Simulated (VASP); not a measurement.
# AlRu (P4mm) in VASP: notebook, part 2 of 2

VASP 6.6.1.

**3. Single point, LDA (all Al atoms moved +0.062 Å, as atom 1 along Cartesian [0 1 0])**

Input file INCAR:

```
ALGO = Fast ; EDIFF = 1E-6
ENCUT = 520 ; ISIF = 2
ISMEAR = 0 ; LASPH = T
LCHARG = F ; LREAL = F
LWAVE = F ; NBANDS = 16
NELM = 60 ; PREC = Accurate
SIGMA = 0.15
```

Input file KPOINTS:

```
k-points
0
Gamma
  16 16 16
```

Input file POSCAR:

```
AlRu
1.0
    2.9916000000      0.0000000000      0.0000000000
    0.0000000000      2.9916000000      0.0000000000
    0.0000000000      0.0000000000      2.9916000000
Al Ru
1 1
Direct
    0.0000000000      0.0208918305      0.0000000000
    0.5000000000      0.5000000000      0.5000000000
```

Potentials or basis: VASP PAW LDA potentials, release 64 (Al, Ru_pv).

Command:

```
$ cat potpaw_LDA.64/Al/POTCAR potpaw_LDA.64/Ru_pv/POTCAR > POTCAR
$ mpirun -np 1 vasp_std > vasp.out
```

Wall time 37 s (1 thread of Intel Xeon 6975P-C (Granite Rapids), shared host); peak memory 0.26 GiB.

The run converged. Its results:

* Free energy: -16.1533 eV
* Pressure: -7.3 GPa
* Largest force: 0.450 eV/Å
* Band gap on the k mesh: zero (an odd number of electrons rules out a gap without spin polarisation)

Forces on the atoms (eV/Å):
```
Al   0.000 -0.450  0.000
Ru   0.000  0.450  0.000
```

Stress tensor (GPa, compression positive):
```
-7.21  0.00  0.00
 0.00 -7.50  0.00
 0.00  0.00 -7.21
```

Levels at points of the mesh, in eV from the Fermi level:
```
           k point  band 7  band 8  band 9  band 10  band 11  band 12
(0.00, 0.00, 0.00)    0.17    0.17    0.17     6.01     6.01     6.02
(0.50, 0.00, 0.00)   -1.63   -1.62    0.42     2.25     7.49    10.98
(0.00, 0.50, 0.00)   -1.62   -1.62    0.42     2.25     7.50    10.96
(0.50, 0.50, 0.00)   -1.34   -1.19   -1.18     1.49     5.25     6.20
(0.50, 0.00, 0.50)   -1.41   -1.11   -1.11     1.49     5.24     6.19
(0.50, 0.50, 0.50)    1.59    1.59    2.46     4.11     4.11     4.12
```

Caveat: the cell differs from its parent crystal (all Al atoms moved +0.062 Å, as atom 1 along Cartesian [0 1 0]); the cell stands under tension.

**4. Single point, LDA (all Al atoms moved +0.037 Å, as atom 1 along Cartesian [0 1 0])**

Input file INCAR:

```
SYSTEM = AlRu
  PREC = Accurate
  ENCUT = 520
  EDIFF = 1E-6
  ISMEAR = 0
  SIGMA = 0.15
  LREAL = .False.
  LASPH = .True.
  NELM = 80
  ALGO = Fast
  ISIF = 2
  LWAVE = .False.
  LCHARG = .True.
  LELF = .True.
  LVHAR = .True.
  NBANDS = 16
```

Input file KPOINTS:

```
Automatic mesh
0
Gamma
  16 16 16
  0 0 0
```

Changes to POSCAR since step 3:

```diff
@@ -8,3 +8,3 @@
 Direct
-    0.0000000000      0.0208918305      0.0000000000
+    0.0000000000      0.0125350983      0.0000000000
     0.5000000000      0.5000000000      0.5000000000
```

Potentials or basis: VASP PAW LDA potentials, release 64 (Al, Ru_pv).

Command:

```
$ cat potpaw_LDA.64/Al/POTCAR potpaw_LDA.64/Ru_pv/POTCAR > POTCAR
$ mpirun -np 1 vasp_std > vasp.out
```

OUTCAR:

```text
SYSTEM = AlRu
   PREC = Accurate
   ENCUT = 520
   EDIFF = 1E-6
   ISMEAR = 0
   LREAL = .False.
   LASPH = .True.
   NELM = 80
   ISIF = 2

 ion  position               nearest neighbor table
   1  0.000  0.013  0.000-   2 2.57   2 2.57   2 2.57   2 2.57   2 2.61   2 2.61   2 2.61   2 2.61

   2  0.500  0.500  0.500-   1 2.57   1 2.57   1 2.57   1 2.57   1 2.61   1 2.61   1 2.61   1 2.61

  LATTYP: Found a simple cubic cell.
 ALAT       =     2.9916000000

  Lattice vectors:

 A1 = (   2.9916000000,   0.0000000000,   0.0000000000)
[... 645 lines left out ...]

  FORCE on cell =-STRESS in cart. coord.  units (eV):
  Direction    XX          YY          ZZ          XY          YZ          ZX
  --------------------------------------------------------------------------------------
  -------------------------------------------------------------------------------------
  Total       -1.2445082     -1.2616403     -1.2445082      0.0000000     -0.0000000      0.0000000
  in kB      -74.4728152    -75.4980198    -74.4728152      0.0000000     -0.0000000      0.0000000
  external PRESSURE =     -74.8145501 kB  Pullay stress =       0.0000000 kB

 VOLUME and BASIS-vectors are now :
 -----------------------------------------------------------------------------
  energy-cutoff  :      520.00
  volume of cell :       26.77
      direct lattice vectors                 reciprocal lattice vectors
     2.991600000  0.000000000  0.000000000     0.334269287  0.000000000  0.000000000
     0.000000000  2.991600000  0.000000000     0.000000000  0.334269287  0.000000000
     0.000000000  0.000000000  2.991600000     0.000000000  0.000000000  0.334269287

 POSITION                                       TOTAL-FORCE (eV/Angst)
 -----------------------------------------------------------------------------------
      0.00000      0.03750      0.00000         0.000000     -0.269935     -0.000000
      1.49580      1.49580      1.49580        -0.000000      0.269935      0.000000
 -----------------------------------------------------------------------------------
    total drift:                                0.000000     -0.000633      0.000000

  FREE ENERGIE OF THE ION-ELECTRON SYSTEM (eV)
  ---------------------------------------------------
  free  energy   TOTEN  =       -16.1623197919 eV

  energy  without entropy=      -16.1431899586  energy(sigma->0) =      -16.15275488
```

Run time: 40 s. Hardware: 1 thread of Intel Xeon 6975P-C (Granite Rapids), shared host; peak memory 0.26 GiB.

What came out:

| Quantity | Value |
| --- | --- |
| Free energy | -16.1623 eV |
| Pressure | -7.5 GPa |
| Largest force | 0.270 eV/Å |
| Band gap on the k mesh | zero (an odd number of electrons rules out a gap without spin polarisation) |

Forces in eV/Å, atoms in the order of the input:
```
Al   0.000 -0.270  0.000
Ru   0.000  0.270  0.000
```

Levels at points of the mesh, in eV from the Fermi level:
```
           k point  band 6  band 7  band 8  band 9  band 10  band 11  band 12  band 13
(0.00, 0.00, 0.00)   -3.61    0.17    0.17    0.17     6.01     6.01     6.01    11.02
(0.50, 0.00, 0.00)   -2.82   -1.62   -1.62    0.43     2.25     7.48    10.97    10.98
(0.00, 0.50, 0.00)   -2.82   -1.62   -1.62    0.42     2.25     7.49    10.96    10.96
(0.50, 0.50, 0.00)   -1.36   -1.35   -1.18   -1.18     1.49     5.25     6.20    10.45
(0.50, 0.00, 0.50)   -1.38   -1.38   -1.15   -1.15     1.49     5.24     6.20    10.46
(0.50, 0.50, 0.50)   -4.64    1.59    1.59    2.46     4.11     4.11     4.12     8.56
```

Caveat: the cell differs from its parent crystal (all Al atoms moved +0.037 Å, as atom 1 along Cartesian [0 1 0]); the cell stands under tension.

**5. Single point, LDA (all Al atoms moved +0.013 Å, as atom 1 along Cartesian [0 1 0])**

Input file INCAR:

```
SYSTEM = AlRu
PREC = Accurate ; ENCUT = 520
EDIFF = 1E-6 ; ISMEAR = 0
SIGMA = 0.15 ; LREAL = .FALSE.
LASPH = .TRUE. ; NELM = 80
ALGO = Fast ; ISIF = 2
LWAVE = .FALSE. ; LCHARG = .FALSE.
GGA = CA ; NBANDS = 16
```

Input file KPOINTS:

```
regular mesh
0
G
  16 16 16
  0 0 0
```

Changes to POSCAR since step 4:

```diff
@@ -8,3 +8,3 @@
 Direct
-    0.0000000000      0.0125350983      0.0000000000
+    0.0000000000      0.0041783661      0.0000000000
     0.5000000000      0.5000000000      0.5000000000
```

Command:

```
$ cat potpaw_LDA.64/Al/POTCAR potpaw_LDA.64/Ru_pv/POTCAR > POTCAR
$ mpirun -np 1 vasp_std > vasp.out
```

Wall time 42 s (1 thread of Intel Xeon 6975P-C (Granite Rapids), shared host); peak memory 0.26 GiB.

Results (log left out):

```yaml
Free_energy: -16.1668 eV
Pressure: -7.5 GPa
Largest_force: 0.090 eV/Å
Band_gap_on_the_k_mesh: zero (an odd number of electrons rules out a gap without spin polarisation)
```

Forces on the atoms (eV/Å):
```
Al   0.000 -0.090  0.000
Ru   0.000  0.090  0.000
```

Levels at points of the mesh, in eV from the Fermi level:
| k point | band 5 | band 6 | band 7 | band 8 | band 9 | band 10 | band 11 | band 12 | band 13 | band 14 |
| --- | --- | --- | --- | --- | --- | --- | --- | --- | --- | --- |
| (0.00, 0.00, 0.00) | -3.61 | -3.61 | 0.17 | 0.17 | 0.17 | 6.01 | 6.01 | 6.01 | 11.02 | 11.02 |
| (0.50, 0.00, 0.00) | -5.48 | -2.82 | -1.62 | -1.62 | 0.43 | 2.25 | 7.48 | 10.97 | 10.97 | 12.62 |
| (0.00, 0.50, 0.00) | -5.48 | -2.82 | -1.62 | -1.62 | 0.43 | 2.25 | 7.48 | 10.97 | 10.97 | 12.63 |
| (0.50, 0.50, 0.00) | -3.11 | -1.36 | -1.36 | -1.18 | -1.18 | 1.49 | 5.24 | 6.21 | 10.45 | 11.66 |
| (0.50, 0.00, 0.50) | -3.11 | -1.36 | -1.36 | -1.18 | -1.18 | 1.49 | 5.24 | 6.21 | 10.45 | 11.66 |
| (0.50, 0.50, 0.50) | -4.64 | -4.64 | 1.59 | 1.59 | 2.46 | 4.11 | 4.11 | 4.11 | 8.56 | 8.56 |

Caveat: the cell differs from its parent crystal (all Al atoms moved +0.013 Å, as atom 1 along Cartesian [0 1 0]); the cell stands under tension.

**6. Overview**

```tsv
cell	gap on the mesh (eV)	pressure (GPa)	largest force (eV/Å)
as given, atomic positions A	none	-7.1	0.63
as given, atomic positions B	none	-7.3	0.45
as given, atomic positions C	none	-7.5	0.27
as given, atomic positions D	none	-7.5	0.09
```

Alike in all rows: task single point; level LDA; potentials or basis VASP PAW LDA potentials, release 64 (Al, Ru_pv); no spin polarisation; k mesh 16 × 16 × 16; cutoff (eV) 520; smearing gaussian 0.15 eV.

Caveats: the cell stands under tension.

Absolute energies hang on the potentials; compare differences alone.
